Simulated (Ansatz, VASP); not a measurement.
# V in VASP and in Ansatz

The input INCAR:

```
SYSTEM = V
  ALGO = Normal
  EDIFF = 1E-6
  ENCUT = 500
  GGA = PS
  GGA_COMPAT = .FALSE.
  ISIF = 2
  ISMEAR = -1
  LASPH = .TRUE.
  LCHARG = .FALSE.
  LREAL = .FALSE.
  LWAVE = .FALSE.
  NBANDS = 12
  NELM = 120
  PREC = Accurate
  SIGMA = 0.1
```

KPOINTS

```
k-points
0
G
  17 17 17
  0 0 0
```

File POSCAR:

```
V
1.0
    2.3124342211      0.0000000000      0.0000000000
    0.0000000000      2.3124342211      0.0000000000
    0.0000000000      0.0000000000      2.3124342211
V
1
Direct
    0.0000000000      0.0000000000      0.0000000000
```

Input for Ansatz:

```yaml
crystal:
  lattice:
    - [2.3124342211, 0.0, 0.0]
    - [0.0, 2.3124342211, 0.0]
    - [0.0, 0.0, 2.3124342211]
  atoms:
    - { symbol: V, position: [0.0, 0.0, 0.0] }
kpoints:
  mp_grid: { grid: [17, 17, 17] }
scf:
  occupations: { method: fermi_dirac, width: 0.1 }
hamiltonian:
  xc: pbesol
  pseudopotentials: { kind: paw }
output:
  forces: true
  stress: true
  eigenvalues: true
  populations: true
```

Change from the starting cell: volume scaled by 0.88, PAW files.

Alike in both runs: task single point; functional PBEsol; k mesh 17 × 17 × 17; occupations fermi-dirac, width 0.1 eV; no spin polarisation.

|  | VASP | Ansatz |
| --- | --- | --- |
| version | VASP 6.6.1 | Ansatz 0.2.0 |
| potentials or method | VASP PAW PBE potentials, release 64 (V_sv) | PAW with Ansatz's default frozen-core files, scalar-relativistic |
| plane-wave cutoff (eV) | 500 | 420 |
| valence electrons in the cell | 13 | 13 |

|  | VASP | Ansatz | Ansatz less VASP |
| --- | --- | --- | --- |
| pressure (GPa) | 25.4 | 24.7 | -0.67 |

VASP's potentials were made for PBE, not for PBEsol. The functional is the same, so the differences come from potentials, cutoffs and numerics.
